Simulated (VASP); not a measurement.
# Lu (P6_3/mmc) in VASP: single point with RPBE

Aim: the single point of Lu with RPBE.

All numbers are computed with VASP 6.6.1; they aren't measurements. Logs are shortened: lines on timing, memory, paths and dates and some standing lists are left out, and cuts for length are marked.

### Step 1. The cell of the first run

It takes space group P6_3/mmc (No. 194, hexagonal). The conventional cell has a = 3.668 Å, b = 3.668 Å, c = 11.753 Å, α = 90.00°, β = 90.00°, γ = 120.00°. Within 4.8 Å of Lu (site symmetry -3m) lie 12 Lu at 3.62 to 3.67 Å. Within 4.8 Å of Lu (site symmetry -6m2) lie 12 Lu at 3.62 to 3.67 Å.

### Step 2. Single point, RPBE (34.23 Å³/atom)

File INCAR:

```
SYSTEM = Lu
PREC = Accurate
ENCUT = 600
EDIFF = 1E-6
ISMEAR = -1
SIGMA = 0.1
LREAL = .FALSE.
LASPH = .TRUE.
NELM = 120
ALGO = Normal
ISIF = 2
LWAVE = .FALSE.
LCHARG = .FALSE.
GGA = RP
NBANDS = 58
GGA_COMPAT = .FALSE.
```

File KPOINTS:

```
Automatic mesh
0
G
  12 12 4
  0 0 0
```

File POSCAR:

```
Lu
1.0
    3.6676842600      0.0000000000      0.0000000000
   -1.8338421300      3.1763077422      0.0000000000
    0.0000000000      0.0000000000     11.7525667391
Lu
4
Direct
    0.0000000000      0.0000000000      0.0000000000
    0.0000000000      0.0000000000      0.5000000000
    0.3333333333      0.6666666667      0.2500000000
    0.6666666667      0.3333333333      0.7500000000
```

Potentials or basis: VASP PAW PBE potentials, release 64 (Lu).

Launch:

```console
cat potpaw_PBE.64/Lu/POTCAR > POTCAR
mpirun -np 1 vasp_std > vasp.out
```

OUTCAR:

```text
SYSTEM = Lu
   PREC = Accurate
   ENCUT = 600
   EDIFF = 1E-6
   ISMEAR = -1
   LREAL = .FALSE.
   LASPH = .TRUE.
   NELM = 120
   ISIF = 2
   GGA = RP

 ion  position               nearest neighbor table
   1  0.000  0.000  0.000-   3 3.62   4 3.62   3 3.62   4 3.62   4 3.62   3 3.62
   2  0.000  0.000  0.500-   3 3.62   4 3.62   3 3.62   4 3.62   4 3.62   3 3.62
   3  0.333  0.667  0.250-   1 3.62   2 3.62   1 3.62   2 3.62   1 3.62   2 3.62
   4  0.667  0.333  0.750-   1 3.62   2 3.62   1 3.62   2 3.62   1 3.62   2 3.62

  LATTYP: Found a hexagonal cell.
 ALAT       =     3.6676842600
 C/A-ratio  =     3.2043561839

  Lattice vectors:

 A1 = (   3.6676842600,   0.0000000000,   0.0000000000)
 A2 = (  -1.8338421300,   3.1763077422,   0.0000000000)
 A3 = (   0.0000000000,   0.0000000000,  11.7525667391)

Analysis of symmetry for initial positions (statically):
=====================================================================
 Subroutine PRICEL returns:
 Original cell was already a primitive cell.

 Routine SETGRP: Setting up the symmetry group for a
 hexagonal supercell.

 Subroutine GETGRP returns: Found 24 space group operations
 (whereof 12 operations were pure point group operations)
 out of a pool of 24 trial point group operations.

The static configuration has the point symmetry D_3d.
 The point group associated with its full space group is D_6h.

Analysis of symmetry for dynamics (positions and initial velocities):
=====================================================================
 Subroutine PRICEL returns:
 Original cell was already a primitive cell.

 Routine SETGRP: Setting up the symmetry group for a
 hexagonal supercell.

 Subroutine GETGRP returns: Found 24 space group operations
 (whereof 12 operations were pure point group operations)
 out of a pool of 24 trial point group operations.

The dynamic configuration has the point symmetry D_3d.
 The point group associated with its full space group is D_6h.

 Subroutine INISYM returns: Found 24 space group operations
 (whereof 12 operations are pure point group operations),
 and found     1 'primitive' translations

----------------------------------------------------------------------------------------

                                     Primitive cell

  volume of cell :     136.9138

  direct lattice vectors                    reciprocal lattice vectors
     3.667684260  0.000000000  0.000000000     0.272651605  0.157415478  0.000000000
[... 92 lines left out ...]
   EDIFFG = 0.1E-04   stopping-criterion for IOM
   NSW    =      0    number of steps for IOM
   IBRION =     -1    ionic relax: 0-MD 1-quasi-New 2-CG
   NFREE  =      0    steps in history (QN), initial steepest desc. (CG)
   ISIF   =      2    stress and relaxation
   ISYM   =      2    0-nonsym 1-usesym 2-fastsym
   POTIM  = 0.5000    time-step for ionic-motion
   TEBEG  =    0.0;   TEEND  =   0.0 temperature during run
   PSTRESS=    0.0 pullay stress
   NELECT =     100.0000    total number of electrons
   NUPDOWN=      -1.0000    fix difference up-down
   EMIN   =  10.00;   EMAX   =-10.00  energy-range for DOS
   EFERMI =   0.00;   METHOD = LEGACY
   ISMEAR =    -1;   SIGMA  =   0.10  broadening in eV -4-tet -1-fermi 0-gaus
   EFERMI_NEDOS =   21; number of points for ismear=-14 and -15
   IALGO  =     38    algorithm
   IMIX   =      4    mixing-type and parameters
     AMIX     =   0.40;   BMIX     =  1.00
     AMIX_MAG =   1.60;   BMIX_MAG =  1.00
  volume/ion in A,a.u.               =      34.23       230.98
  Fermi-wavevector in a.u.,A,eV,Ry     =   1.474322  2.786065 29.573978  2.173626
  Thomas-Fermi vector in A             =   2.589108
   LORBIT       =      0    0 simple, 1 ext, 2 COOP (PROOUT), +10 PAW based schemes
   GGA     = RP    functional components
   LHFCALC =     F    Hartree Fock is set to
   AEXX    =    0.0000 exact exchange contribution
   IVDW    =     0    specifies the selected vdW correction
   LEPSILON=     F    determine dielectric tensor
   LRPA    =     F    only Hartree local field effects (RPA)
 non-spin polarized calculation
  energy-cutoff  :      600.00
  volume of cell :      136.91
 maximum number of plane-waves:      4637
 NGX is ok and might be reduce to    30
   NGX = 15   NGY = 15   NGZ = 47

 number of electron     100.0000000 magnetization

 number of electron      99.9999999 magnetization

 Free energy of the ion-electron system (eV)
  ---------------------------------------------------
  ext. energy  EPLUGINS =         0.00000000
  ---------------------------------------------------
  free energy    TOTEN  =       -16.60357046 eV

  energy without entropy =      -16.35774007  energy(sigma->0) =      -16.48065527

 E-fermi :   1.7583     XC(G=0):  -9.7883

 val. band max:        1.7580254981   @ k =   0.0833  -0.0000   0.0000
 cond. band min:       1.7663487204   @ k =   0.1667   0.1667   0.5000
 fundamental gap:      0.0083232223
 Fermi energy:         1.7582659720

 k-point     1 :       0.0000    0.0000    0.0000
  band No.  band energies     occupation
      1     -54.9179      2.00000
      2     -54.9132      2.00000
      3     -54.9070      2.00000
      4     -54.9023      2.00000
      5     -25.6813      2.00000
      6     -25.5494      2.00000
[... 1453 lines left out ...]
     57       3.9266      0.00000
     58       4.3973      0.00000

 [... further k-points ...]

------------------------ aborting loop because EDIFF is reached ----------------------------------------

  FORCE on cell =-STRESS in cart. coord.  units (eV):
  Direction    XX          YY          ZZ          XY          YZ          ZX
  --------------------------------------------------------------------------------------
  -------------------------------------------------------------------------------------
  Total       -3.2267414     -3.2267414     -3.1830114      0.0000000      0.0000000      0.0000000
  in kB      -37.7596100    -37.7596100    -37.2478778      0.0000000      0.0000000      0.0000000
  external PRESSURE =     -37.5890326 kB  Pullay stress =       0.0000000 kB

 VOLUME and BASIS-vectors are now :
 -----------------------------------------------------------------------------
  energy-cutoff  :      600.00
  volume of cell :      136.91
      direct lattice vectors                 reciprocal lattice vectors
     3.667684260  0.000000000  0.000000000     0.272651605  0.157415478  0.000000000
    -1.833842130  3.176307742  0.000000000     0.000000000  0.314830955  0.000000000
     0.000000000  0.000000000 11.752566739     0.000000000  0.000000000  0.085087796

 POSITION                                       TOTAL-FORCE (eV/Angst)
 -----------------------------------------------------------------------------------
      0.00000      0.00000      0.00000         0.000000      0.000000      0.000000
      0.00000      0.00000      5.87628         0.000000      0.000000      0.000000
     -0.00000      2.11754      2.93814        -0.000000     -0.000000     -0.000000
      1.83384      1.05877      8.81443        -0.000000      0.000000      0.000000
 -----------------------------------------------------------------------------------
    total drift:                               -0.000000      0.000000      0.000000

  FREE ENERGIE OF THE ION-ELECTRON SYSTEM (eV)
  ---------------------------------------------------
  free  energy   TOTEN  =       -16.6035704626 eV

  energy  without entropy=      -16.3577400683  energy(sigma->0) =      -16.48065527
```

OSZICAR:

```text
N       E                     dE             d eps       ncg     rms          rms(c)
DAV:   1     0.128996826984E+04    0.12900E+04   -0.34008E+04  8950   0.619E+03
DAV:   2     0.198659096620E+03   -0.10913E+04   -0.10330E+04  9140   0.125E+03
DAV:   3     0.114489533943E+02   -0.18721E+03   -0.18358E+03  7012   0.305E+02
DAV:   4    -0.147539195715E+02   -0.26203E+02   -0.25771E+02  9172   0.840E+01
DAV:   5    -0.167601990731E+02   -0.20063E+01   -0.19893E+01 10520   0.189E+01    0.799E+00
DAV:   6    -0.166675348100E+02    0.92664E-01   -0.17461E+00  9160   0.776E+00    0.350E+00
DAV:   7    -0.166103854816E+02    0.57149E-01   -0.24388E-01 11036   0.602E+00    0.766E-01
DAV:   8    -0.166025661091E+02    0.78194E-02   -0.34782E-02 11364   0.236E+00    0.262E-01
DAV:   9    -0.166035041075E+02   -0.93800E-03   -0.72370E-03  8918   0.715E-01    0.113E-01
DAV:  10    -0.166035348090E+02   -0.30701E-04   -0.98903E-04  8448   0.233E-01    0.355E-02
DAV:  11    -0.166035700565E+02   -0.35247E-04   -0.25168E-04 12040   0.264E-01    0.118E-02
DAV:  12    -0.166035671678E+02    0.28887E-05   -0.40576E-05  9968   0.112E-01    0.995E-03
DAV:  13    -0.166035703220E+02   -0.31541E-05   -0.91266E-06  7546   0.199E-01    0.322E-03
DAV:  14    -0.166035704626E+02   -0.14061E-06   -0.13260E-06  4160   0.993E-02
   1 F= -.16603570E+02 E0= -.16480655E+02  d E =-.245830E+00
```

Run time: 10 min. Hardware: 1 thread of Intel Xeon Platinum 8259CL at 2.50GHz (Skylake/Cascade Lake), shared host; peak memory 0.54 GiB.

Results:

```
Free energy            : -16.6036 eV
Pressure               : -3.8 GPa
Band gap on the k mesh : zero (bands 50 and 51 overlap by 1.37 eV)
```

Caveat: the cell stands under tension; the PAW data sets were made with another functional, which shifts forces and pressure a little; spin-orbit coupling is left out, which moves the levels of the heavy elements.
